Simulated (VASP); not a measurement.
A run of VASP 6.6.1:

File INCAR:

```
PREC     = Accurate       # precision mode
ENCUT    = 520            # plane-wave cutoff, eV
EDIFF    = 1E-6           # SCF threshold, eV
ISMEAR   = 0              # smearing method
SIGMA    = 0.02           # smearing width, eV
LREAL    = False          # projectors in reciprocal space
LASPH    = True           # aspherical terms in the spheres
NELM     = 80             # most SCF steps
ALGO     = Normal         # electronic algorithm
ISIF     = 2              # what is computed and relaxed
LWAVE    = False          # write WAVECAR
LCHARG   = True           # write CHGCAR
GGA      = PS             # functional
LELF     = True           # ELF
LVHAR    = True         
NBANDS   = 14             # bands
```

File KPOINTS:

```
regular mesh
0
Gamma
  6 6 6
```

The input POSCAR:

```
NaCl
1.0
    3.6751631641     -0.2101314000     -0.2101314000
   -0.2101314000      3.6751631641      0.2101314000
   -0.2101314000      0.2101314000      3.6751631641
Na Cl
1 1
Direct
    0.0000000000      0.0000000000      0.0000000000
    0.5000000000      0.5000000000      0.5000000000
```

Potentials or basis: VASP PAW PBE potentials, release 64 (Na_pv, Cl).

Command:

```console
$ cat potpaw_PBE.64/Na_pv/POTCAR potpaw_PBE.64/Cl/POTCAR > POTCAR
$ mpirun -np 1 vasp_std > vasp.out
```

Hardware: 1 thread of AMD EPYC 9R45 (Zen 5), on a shared host.

Problem. How long does it take, and how much memory?

Solution. Wall time 17 s on 1 thread of AMD EPYC 9R45 (Zen 5), on a shared host, peak memory 0.12 GiB. Counts: scf iterations 12, k points 32.
